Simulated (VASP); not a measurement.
Write the native input for VASP 6.6.1 that does the following.

```
Task                   : single point
Functional             : PBE
Potentials or basis    : VASP PAW PBE potentials, release 64 (Sr_sv, Hg, N)
Cutoff                 : 520 eV
k mesh                 : 6 × 6 × 4
Occupations            : gaussian, width 0.1 eV
Spin                   : no spin polarisation
Dipole correction      : no
Further INCAR settings : ALGO = Normal; EDIFF = 1e-06; NBANDS = 20
```

The structure of SrHgN lies in POSCAR:

```
SrHgN
1.0
    4.1964332200      0.0000000000      0.0000000000
   -2.0982166100      3.6342177700      0.0000000000
    0.0000000000      0.0000000000      4.1920265900
Sr Hg N
1 1 1
Direct
    0.6666666700      0.3333333300      0.5000000000
    0.0000000000      0.0000000000      0.0000000000
    0.3333333300      0.6666666700      0.0000000000
```

The cell was built from a structure type or drawn by symmetry, and may not be a known phase.

The input as run:

INCAR

```
ALGO = Normal
EDIFF = 1E-6
ENCUT = 520
GGA = PE
ISIF = 2
ISMEAR = 0
LASPH = True
LCHARG = False
LREAL = False
LWAVE = False
NBANDS = 20
NELM = 80
PREC = Accurate
SIGMA = 0.1
```

KPOINTS

```
k-points
0
Gamma
  6 6 4
```

Potentials or basis: VASP PAW PBE potentials, release 64 (Sr_sv, Hg, N).

Launch:

```bash
$ cat potpaw_PBE.64/Sr_sv/POTCAR potpaw_PBE.64/Hg/POTCAR potpaw_PBE.64/N/POTCAR > POTCAR
$ mpirun -np 1 vasp_std > vasp.out
```

It gave:

| Item | Value |
| --- | --- |
| Pressure | 0.4 GPa |
| Band gap on the k mesh | zero (an odd number of electrons rules out a gap without spin polarisation) |

Caveat: the k points lie up to 0.37 Å⁻¹ apart, too coarse for converged energies and pressures of a metal; spin-orbit coupling is left out, which moves the levels of the heavy elements.

It took 20 s on 1 thread of Intel(R) Xeon(R) Platinum 8488C (Sapphire Rapids), with other jobs on the host, peak memory 0.19 GiB.
